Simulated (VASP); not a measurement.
# SnTe (Pm-3m) in VASP: a series of runs, part 2 of 2

VASP 6.6.1. The steps go on from the part before.

### 3 Single point, PBE

This run uses another cell than the first one, of 28.89 Å³/atom.

Contents of INCAR:

```
SYSTEM = SnTe
ALGO     = Normal         ! electronic algorithm
EDIFF    = 1E-6           ! SCF threshold, eV
ENCUT    = 500            ! plane-wave cutoff, eV
GGA      = PE             ! functional
GGA_COMPAT= .False.      
ISIF     = 2              ! what is computed and relaxed
ISMEAR   = 1              ! smearing method
LASPH    = .True.         ! aspherical terms in the spheres
LCHARG   = .True.         ! write CHGCAR
LELF     = .True.         ! ELF
LREAL    = .False.        ! projectors in reciprocal space
LVHAR    = .True.       
LWAVE    = .False.        ! write WAVECAR
NBANDS   = 17             ! bands
NELM     = 120            ! most SCF steps
PREC     = Accurate       ! precision mode
SIGMA    = 0.1            ! smearing width, eV
```

Contents of KPOINTS:

```
k-points
0
Gamma
  12 12 12
  0 0 0
```

Contents of POSCAR:

```
SnTe
1.0
    3.8660825170      0.0000000000      0.0000000000
    0.0000000000      3.8660825170      0.0000000000
    0.0000000000      0.0000000000      3.8660825170
Sn Te
1 1
Direct
    0.0000000000      0.0000000000      0.0000000000
    0.5000000000      0.5000000000      0.5000000000
```

Potentials or basis: VASP PAW PBE potentials, release 64 (Sn_d, Te).

The run is started by

```console
$ cat potpaw_PBE.64/Sn_d/POTCAR potpaw_PBE.64/Te/POTCAR > POTCAR
$ mpirun -np 1 vasp_std > vasp.out
```

OUTCAR:

```text
SYSTEM = SnTe
   EDIFF = 1E-6
   ENCUT = 500
   GGA = PE
   ISIF = 2
   ISMEAR = 1
   LASPH = .True.
   LREAL = .False.
   NELM = 120
   PREC = Accurate

 ion  position               nearest neighbor table
   1  0.000  0.000  0.000-   2 3.35   2 3.35   2 3.35   2 3.35   2 3.35   2 3.35   2 3.35   2 3.35

   2  0.500  0.500  0.500-   1 3.35   1 3.35   1 3.35   1 3.35   1 3.35   1 3.35   1 3.35   1 3.35

  LATTYP: Found a simple cubic cell.
 ALAT       =     3.8660825170

  Lattice vectors:

 A1 = (   3.8660825170,   0.0000000000,   0.0000000000)
 A2 = (   0.0000000000,   3.8660825170,   0.0000000000)
 A3 = (   0.0000000000,   0.0000000000,   3.8660825170)

Analysis of symmetry for initial positions (statically):
=====================================================================
 Subroutine PRICEL returns:
 Original cell was already a primitive cell.

 Routine SETGRP: Setting up the symmetry group for a
 simple cubic supercell.

 Subroutine GETGRP returns: Found 48 space group operations
 (whereof 48 operations were pure point group operations)
 out of a pool of 48 trial point group operations.

The static configuration has the point symmetry O_h .

Analysis of symmetry for dynamics (positions and initial velocities):
=====================================================================
 Subroutine PRICEL returns:
 Original cell was already a primitive cell.

 Routine SETGRP: Setting up the symmetry group for a
 simple cubic supercell.

 Subroutine GETGRP returns: Found 48 space group operations
 (whereof 48 operations were pure point group operations)
 out of a pool of 48 trial point group operations.

The dynamic configuration has the point symmetry O_h .

 Subroutine INISYM returns: Found 48 space group operations
 (whereof 48 operations are pure point group operations),
 and found     1 'primitive' translations

----------------------------------------------------------------------------------------

                                     Primitive cell

  volume of cell :      57.7848

  direct lattice vectors                    reciprocal lattice vectors
     3.866082517  0.000000000  0.000000000     0.258659766  0.000000000  0.000000000
     0.000000000  3.866082517  0.000000000     0.000000000  0.258659766  0.000000000
     0.000000000  0.000000000  3.866082517     0.000000000  0.000000000  0.258659766

  length of vectors
     3.866082517  3.866082517  3.866082517     0.258659766  0.258659766  0.258659766

  position of ions in fractional coordinates (direct lattice)
     0.000000000  0.000000000  0.000000000
     0.500000000  0.500000000  0.500000000

  ion indices of the primitive-cell ions
   primitive index   ion index
                 1           1
                 2           2

----------------------------------------------------------------------------------------

 KPOINTS: k-points

Automatic generation of k-mesh.
 Grid dimensions read from file:
 generate k-points for:   12   12   12

 Generating k-lattice:

  Cartesian coordinates                     Fractional coordinates (reciprocal lattice)
     0.021554981  0.000000000  0.000000000     0.083333333  0.000000000  0.000000000
     0.000000000  0.021554981  0.000000000     0.000000000  0.083333333  0.000000000
     0.000000000  0.000000000  0.021554981     0.000000000  0.000000000  0.083333333

  Length of vectors
     0.021554981  0.021554981  0.021554981

  Shift w.r.t. Gamma in fractional coordinates (k-lattice)
     0.000000000  0.000000000  0.000000000

 Subroutine IBZKPT returns following result:
 ===========================================

 Found     84 irreducible k-points:

 Following reciprocal coordinates:
            Coordinates               Weight
  0.000000  0.000000  0.000000      1.000000
  0.083333  0.000000  0.000000      6.000000
  0.166667  0.000000  0.000000      6.000000
  0.250000  0.000000  0.000000      6.000000
  0.333333  0.000000  0.000000      6.000000
  0.416667  0.000000  0.000000      6.000000
[... 16 lines left out ...]
  0.333333  0.333333  0.000000     12.000000
  0.416667  0.333333  0.000000     24.000000
 [... further k-points ...]
   k-points           NKPTS =     84   k-points in BZ     NKDIM =     84   number of bands    NBANDS=     17
   number of dos      NEDOS =    301   number of ions     NIONS =      2
   total plane-waves  NPLWV =  21952
   dimension x,y,z NGX =    28 NGY =   28 NGZ =   28
   dimension x,y,z NGXF=    56 NGYF=   56 NGZF=   56
   ions per type =               1   1
   NGX,Y,Z   is equivalent  to a cutoff of  12.04, 12.04, 12.04 a.u.
   NGXF,Y,Z  is equivalent  to a cutoff of  24.08, 24.08, 24.08 a.u.
 SYSTEM =  SnTe
   PREC   = accura    normal or accurate (medium, high low for compatibility)
   ISTART =      0    job   : 0-new  1-cont  2-samecut
   ICHARG =      2    charge: 1-file 2-atom 10-const
   ISPIN  =      1    spin polarized calculation?
   LNONCOLLINEAR =      F non collinear calculations
   LSORBIT =      F    spin-orbit coupling
   LASPH  =      T    aspherical Exc in radial PAW
   ENCUT  =  500.0 eV  36.75 Ry    6.06 a.u.   7.05  7.05  7.05*2*pi/ulx,y,z
   NELM   =    120;   NELMIN=  2; NELMDL= -5     # of ELM steps
   EDIFF  = 0.1E-05   stopping-criterion for ELM
   LREAL  =      F    real-space projection
   EDIFFG = 0.1E-04   stopping-criterion for IOM
   NSW    =      0    number of steps for IOM
   IBRION =     -1    ionic relax: 0-MD 1-quasi-New 2-CG
   NFREE  =      0    steps in history (QN), initial steepest desc. (CG)
   ISIF   =      2    stress and relaxation
   ISYM   =      2    0-nonsym 1-usesym 2-fastsym
   POTIM  = 0.5000    time-step for ionic-motion
   TEBEG  =    0.0;   TEEND  =   0.0 temperature during run
   PSTRESS=    0.0 pullay stress
   NELECT =      20.0000    total number of electrons
   NUPDOWN=      -1.0000    fix difference up-down
   EMIN   =  10.00;   EMAX   =-10.00  energy-range for DOS
   EFERMI =   0.00;   METHOD = LEGACY
   ISMEAR =     1;   SIGMA  =   0.10  broadening in eV -4-tet -1-fermi 0-gaus
   EFERMI_NEDOS =   21; number of points for ismear=-14 and -15
   IALGO  =     38    algorithm
   IMIX   =      4    mixing-type and parameters
     AMIX     =   0.40;   BMIX     =  1.00
     AMIX_MAG =   1.60;   BMIX_MAG =  1.00
  volume/ion in A,a.u.               =      28.89       194.98
  Fermi-wavevector in a.u.,A,eV,Ry     =   1.149424  2.172097 17.975694  1.321176
  Thomas-Fermi vector in A             =   2.286094
   LORBIT       =      0    0 simple, 1 ext, 2 COOP (PROOUT), +10 PAW based schemes
   GGA     = PE    functional components
   LHFCALC =     F    Hartree Fock is set to
   AEXX    =    0.0000 exact exchange contribution
   IVDW    =     0    specifies the selected vdW correction
   LEPSILON=     F    determine dielectric tensor
   LRPA    =     F    only Hartree local field effects (RPA)
 non-spin polarized calculation
 Methfessel and Paxton  Order N= 1 SIGMA  =   0.10
  energy-cutoff  :      500.00
  volume of cell :       57.78
 maximum number of plane-waves:      1492
   NGX = 15   NGY = 15   NGZ = 15

 number of electron      19.9999988 magnetization

 Free energy of the ion-electron system (eV)
  ---------------------------------------------------
  ext. energy  EPLUGINS =         0.00000000
  ---------------------------------------------------
  free energy    TOTEN  =        -7.08077159 eV

  energy without entropy =       -7.08198724  energy(sigma->0) =       -7.08117681

 E-fermi :   7.4195     XC(G=0): -10.0098

 val. band max:        7.3919394253   @ k =   0.5000   0.5000   0.0833
 cond. band min:       7.4281972330   @ k =   0.5000   0.2500   0.0000
 fundamental gap:      0.0362578077
 Fermi energy:         7.4195470177

 k-point     1 :       0.0000    0.0000    0.0000
  band No.  band energies     occupation
      1     -14.2254      2.00000
      2     -14.2254      2.00000
      3     -14.1840      2.00000
      4     -14.1840      2.00000
      5     -14.1840      2.00000
      6      -5.0927      2.00000
[... 9 lines left out ...]
     16      18.4065      0.00000
     17      18.4065      0.00000

 k-point     2 :       0.0833    0.0000    0.0000
  band No.  band energies     occupation
      1     -14.2253      2.00000
      2     -14.2230      2.00000
      3     -14.1848      2.00000
      4     -14.1848      2.00000
      5     -14.1839      2.00000
      6      -5.0359      2.00000
[... 9 lines left out ...]
     16      18.0985      0.00000
     17      18.0987      0.00000
[... 421 lines left out ...]
 k-point    24 :       0.4167    0.3333    0.0000
  band No.  band energies     occupation
      1     -14.2091      2.00000
      2     -14.2083      2.00000
      3     -14.1936      2.00000
      4     -14.1913      2.00000
      5     -14.1779      2.00000
      6      -3.3390      2.00000
[... 9 lines left out ...]
     16      15.6411      0.00000
     17      16.1829      0.00000

 [... further k-points ...]
[... 5 lines left out ...]
  --------------------------------------------------------------------------------------
  -------------------------------------------------------------------------------------
  Total        0.3413481      0.3413481      0.3413481      0.0000000     -0.0000000      0.0000000
  in kB        9.4644356      9.4644356      9.4644356      0.0000000     -0.0000000      0.0000000
  external PRESSURE =       9.4644356 kB  Pullay stress =       0.0000000 kB

 VOLUME and BASIS-vectors are now :
 -----------------------------------------------------------------------------
  energy-cutoff  :      500.00
  volume of cell :       57.78
      direct lattice vectors                 reciprocal lattice vectors
     3.866082517  0.000000000  0.000000000     0.258659766  0.000000000  0.000000000
     0.000000000  3.866082517  0.000000000     0.000000000  0.258659766  0.000000000
     0.000000000  0.000000000  3.866082517     0.000000000  0.000000000  0.258659766

 POSITION                                       TOTAL-FORCE (eV/Angst)
 -----------------------------------------------------------------------------------
      0.00000      0.00000      0.00000         0.000000      0.000000      0.000000
      1.93304      1.93304      1.93304         0.000000      0.000000      0.000000
 -----------------------------------------------------------------------------------
    total drift:                               -0.000000      0.000000     -0.000000

  FREE ENERGIE OF THE ION-ELECTRON SYSTEM (eV)
  ---------------------------------------------------
  free  energy   TOTEN  =        -7.0807715944 eV

  energy  without entropy=       -7.0819872411  energy(sigma->0) =       -7.08117681
```

Wall time 79 s (1 thread of Intel Xeon 8259CL, shared host); peak memory 0.22 GiB.

Results:

| Item | Value |
| --- | --- |
| Free energy | -7.0808 eV |
| Pressure | 0.9 GPa |
| Band gap on the k mesh | zero (bands 10 and 11 overlap by 1.91 eV) |

Caveat: spin-orbit coupling is left out, which moves the levels of the heavy elements.

### 4 Single point, PBE (strained)

Contents of INCAR:

```
  PREC = Accurate
  ENCUT = 500
  EDIFF = 1E-6
  ISMEAR = 0
  SIGMA = 0.1
  LREAL = F
  LASPH = T
  NELM = 120
  ALGO = Normal
  ISIF = 2
  LWAVE = F
  LCHARG = F
  GGA = PE
  NBANDS = 17
  GGA_COMPAT = F
```

Contents of KPOINTS:

```
regular mesh
0
Gamma
  12 12 12
```

Contents of POSCAR:

```
SnTe
1.0
    3.8662387050      0.0000000000      0.0000000000
    0.0000000000      3.8662387050      0.0000000000
    0.0000000000      0.0000000000      3.8662387050
Sn Te
1 1
Direct
    0.0000000000      0.0000000000      0.0000000000
    0.5000000000      0.5000000000      0.5000000000
```

The run is started by

```console
$ cat potpaw_PBE.64/Sn_d/POTCAR potpaw_PBE.64/Te/POTCAR > POTCAR
$ mpirun -np 1 vasp_std > vasp.out
```

Wall time 78 s (1 thread of Intel Xeon 8259CL, shared host); peak memory 0.21 GiB.

The run converged. Its results:

- Free energy: -7.0834 eV
- Pressure: 0.9 GPa
- Band gap on the k mesh: zero (bands 10 and 11 overlap by 1.91 eV)

Levels at points of the mesh, in eV from the Fermi level:
| k point | band 6 | band 7 | band 8 | band 9 | band 10 | band 11 | band 12 | band 13 | band 14 | band 15 |
| --- | --- | --- | --- | --- | --- | --- | --- | --- | --- | --- |
| (0.00, 0.00, 0.00) | -12.51 | -5.23 | -1.79 | -1.79 | -1.79 | 3.52 | 3.52 | 5.54 | 5.54 | 5.54 |
| (0.50, 0.00, 0.00) | -11.25 | -8.31 | -0.25 | -0.25 | 0.09 | 0.23 | 2.19 | 2.19 | 5.33 | 6.20 |
| (0.50, 0.50, 0.00) | -10.40 | -6.42 | -4.94 | -4.94 | 0.32 | 3.45 | 3.88 | 3.88 | 6.01 | 7.33 |
| (0.50, 0.50, 0.50) | -9.84 | -5.22 | -2.97 | -2.97 | -2.97 | -1.40 | -1.40 | -1.40 | 14.26 | 14.26 |

Caveat: the cell differs from its parent crystal (strained); spin-orbit coupling is left out, which moves the levels of the heavy elements.

### 5 Single point, PBE (strained)

Contents of INCAR:

```
SYSTEM = SnTe
ALGO = Normal
EDIFF = 1E-6
ENCUT = 500
GGA = PE
GGA_COMPAT = .FALSE.
ISIF = 2
ISMEAR = 0
LASPH = .TRUE.
LCHARG = .FALSE.
LREAL = .FALSE.
LWAVE = .FALSE.
NBANDS = 17
NELM = 120
PREC = Accurate
SIGMA = 0.1
```

Contents of KPOINTS:

```
k-points
0
G
  12 12 12
  0 0 0
```

Contents of POSCAR:

```
SnTe
1.0
    3.8815841760      0.0000000000      0.0000000000
    0.0000000000      3.8815841760      0.0000000000
    0.0000000000      0.0000000000      3.8815841760
Sn Te
1 1
Direct
    0.0000000000      0.0000000000      0.0000000000
    0.5000000000      0.5000000000      0.5000000000
```

Potentials or basis: VASP PAW PBE potentials, release 64 (Sn_d, Te).

The run is started by

```console
$ cat potpaw_PBE.64/Sn_d/POTCAR potpaw_PBE.64/Te/POTCAR > POTCAR
$ mpirun -np 1 vasp_std > vasp.out
```

OUTCAR:

```text
SYSTEM = SnTe
   EDIFF = 1E-6
   ENCUT = 500
   GGA = PE
   ISIF = 2
   ISMEAR = 0
   LASPH = .TRUE.
   LREAL = .FALSE.
   NELM = 120
   PREC = Accurate

 ion  position               nearest neighbor table
   1  0.000  0.000  0.000-   2 3.36   2 3.36   2 3.36   2 3.36   2 3.36   2 3.36   2 3.36   2 3.36

   2  0.500  0.500  0.500-   1 3.36   1 3.36   1 3.36   1 3.36   1 3.36   1 3.36   1 3.36   1 3.36

  LATTYP: Found a simple cubic cell.
 ALAT       =     3.8815841760

  Lattice vectors:

 A1 = (   3.8815841760,   0.0000000000,   0.0000000000)
 A2 = (   0.0000000000,   3.8815841760,   0.0000000000)
[... 649 lines left out ...]
      5     -14.3283      2.00000
      6      -3.4515      2.00000
[... 9 lines left out ...]
     16      15.4324      0.00000
     17      16.0021      0.00000

 [... further k-points ...]
[... 5 lines left out ...]
  --------------------------------------------------------------------------------------
  -------------------------------------------------------------------------------------
  Total        0.1214146      0.1214146      0.1214146      0.0000000      0.0000000     -0.0000000
  in kB        3.3262476      3.3262476      3.3262476      0.0000000      0.0000000     -0.0000000
  external PRESSURE =       3.3262476 kB  Pullay stress =       0.0000000 kB

 VOLUME and BASIS-vectors are now :
 -----------------------------------------------------------------------------
  energy-cutoff  :      500.00
  volume of cell :       58.48
      direct lattice vectors                 reciprocal lattice vectors
     3.881584176  0.000000000  0.000000000     0.257626772  0.000000000  0.000000000
     0.000000000  3.881584176  0.000000000     0.000000000  0.257626772  0.000000000
     0.000000000  0.000000000  3.881584176     0.000000000  0.000000000  0.257626772

 POSITION                                       TOTAL-FORCE (eV/Angst)
 -----------------------------------------------------------------------------------
      0.00000      0.00000      0.00000         0.000000      0.000000      0.000000
      1.94079      1.94079      1.94079         0.000000      0.000000      0.000000
 -----------------------------------------------------------------------------------
    total drift:                               -0.000000      0.000000     -0.000000

  FREE ENERGIE OF THE ION-ELECTRON SYSTEM (eV)
  ---------------------------------------------------
  free  energy   TOTEN  =        -7.0862823857 eV

  energy  without entropy=       -7.0814133856  energy(sigma->0) =       -7.08384789
```

OSZICAR:

```text
N       E                     dE             d eps       ncg     rms          rms(c)
DAV:   1     0.122104641963E+03    0.12210E+03   -0.93634E+03  2922   0.135E+03
DAV:   2     0.349769035711E+01   -0.11861E+03   -0.11560E+03  3056   0.326E+02
DAV:   3    -0.688189317024E+01   -0.10380E+02   -0.10277E+02  3591   0.860E+01
DAV:   4    -0.716440495971E+01   -0.28251E+00   -0.28227E+00  3447   0.144E+01
DAV:   5    -0.717535946573E+01   -0.10955E-01   -0.10954E-01  4048   0.279E+00    0.465E+00
DAV:   6    -0.708762033459E+01    0.87739E-01   -0.20494E-01  3798   0.301E+00    0.301E+00
DAV:   7    -0.708646225165E+01    0.11581E-02   -0.34377E-02  3435   0.911E-01    0.109E+00
DAV:   8    -0.708624720280E+01    0.21505E-03   -0.33201E-03  3454   0.461E-01    0.145E-01
DAV:   9    -0.708628072390E+01   -0.33521E-04   -0.39194E-04  3885   0.131E-01    0.510E-02
DAV:  10    -0.708628104493E+01   -0.32103E-06   -0.25252E-05  3395   0.304E-02    0.395E-02
DAV:  11    -0.708628295314E+01   -0.19082E-05   -0.12397E-05  3409   0.312E-02    0.130E-02
DAV:  12    -0.708628238566E+01    0.56748E-06   -0.94608E-07  2125   0.698E-03
   1 F= -.70862824E+01 E0= -.70838479E+01  d E =-.486900E-02
```

stdout:

```text
POSCAR found type information on POSCAR SnTe
 POSCAR found :  2 types and       2 ions
 scaLAPACK will be used
 LDA part: xc-table for (Slater+PW92), standard interpolation
 POSCAR, INCAR and KPOINTS ok, starting setup
 FFT: planning ... GRIDC
 FFT: planning ... GRID_SOFT
 FFT: planning ... GRID
 WAVECAR not read
 entering main loop
```

Wall time 82 s (1 thread of Intel Xeon 8259CL, shared host); peak memory 0.22 GiB.

Results:

```yaml
Free_energy: -7.0863 eV
Pressure: 0.3 GPa
Band_gap_on_the_k_mesh: zero (bands 10 and 11 overlap by 1.84 eV)
```

Levels at points of the mesh, in eV from the Fermi level:
```csv
k point,band 8,band 9,band 10,band 11,band 12,band 13
"(0.00, 0.00, 0.00)",-1.76,-1.76,-1.76,3.55,3.55,5.46
"(0.50, 0.00, 0.00)",-0.25,-0.25,0.05,0.21,2.18,2.18
"(0.50, 0.50, 0.00)",-4.87,-4.87,0.31,3.41,3.84,3.84
"(0.50, 0.50, 0.50)",-2.92,-2.92,-2.92,-1.36,-1.36,-1.36
```

Caveat: the cell differs from its parent crystal (strained); spin-orbit coupling is left out, which moves the levels of the heavy elements.

### 6 The runs side by side

| level | cell | smearing | gap on the mesh (eV) | pressure (GPa) |
| --- | --- | --- | --- | --- |
| PBEsol | a = 3.768 Å, 2 atoms | gaussian 0.1 eV | none | 1.8 |
| PBE | a = 3.866 Å, 2 atoms | methfessel-paxton 0.1 eV | none | 0.9 |
| PBE | a = 3.866 Å, 2 atoms | gaussian 0.1 eV | none | 0.9 |
| PBE | a = 3.882 Å, 2 atoms | gaussian 0.1 eV | none | 0.3 |

Alike in all rows: task single point; potentials or basis VASP PAW PBE potentials, release 64 (Sn_d, Te); no spin polarisation; k mesh 12 × 12 × 12; cutoff (eV) 500.

Caveats: spin-orbit coupling is left out, which moves the levels of the heavy elements; the PAW data sets were made with another functional, which shifts forces and pressure a little (at least some runs).

Absolute energies hang on the potentials; compare differences alone.
